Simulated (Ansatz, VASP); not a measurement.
# One calculation of GaN, two programs

Contents of INCAR:

```
ALGO = Normal
EDIFF = 1E-6
ENCUT = 600
GGA = PE
GGA_COMPAT = F
ISIF = 2
ISMEAR = 0
LASPH = T
LCHARG = F
LREAL = F
LWAVE = F
NBANDS = 16
NELM = 120
PREC = Accurate
SIGMA = 0.02
```

Contents of KPOINTS:

```
k-points
0
Gamma
  10 10 10
```

Contents of POSCAR:

```
GaN
1.0
    0.0000000000      2.2967571765      2.2967571765
    2.2967571765      0.0000000000      2.2967571765
    2.2967571765      2.2967571765      0.0000000000
Ga N
1 1
Direct
    0.0000000000      0.0000000000      0.0000000000
    0.7500000000      0.7500000000      0.7500000000
```

Input for Ansatz:

```yaml
crystal:
  lattice:
    - [0.0, 2.2967571765, 2.2967571765]
    - [2.2967571765, 0.0, 2.2967571765]
    - [2.2967571765, 2.2967571765, 0.0]
  atoms:
    - { symbol: Ga, position: [0.0, 0.0, 0.0] }
    - { symbol: "N", position: [0.75, 0.75, 0.75] }
basis:
  ecutwfc: 420
kpoints:
  mp_grid: { grid: [10, 10, 10] }
hamiltonian:
  xc: pbe
scf:
  occupations: { method: gaussian, width: 0.02 }
output:
  forces: true
  stress: true
  eigenvalues: true
```

Alike in both runs: task single point; functional PBE; k mesh 10 × 10 × 10; occupations gaussian, width 0.02 eV; no spin polarisation.

|  | VASP | Ansatz |
| --- | --- | --- |
| version | VASP 6.6.1 | Ansatz 0.2.0 |
| potentials or method | VASP PAW PBE potentials, release 64 (Ga_d, N), cutoff 600 eV | scalar-relativistic, plane waves, PAW |
| valence electrons in the cell | 18 | 18 |

|  | VASP | Ansatz | Ansatz less VASP |
| --- | --- | --- | --- |
| gap on the k mesh at the Fermi level (eV) | 1.36 | 1.35 | -0.005 |
| least direct gap on the mesh (eV) | 1.36 | 1.35 | -0.005 |
| pressure (GPa) | -4.8 | -4.8 | 0.00 |

With one functional, cell and mesh, what is left measures potentials, basis and numerics.
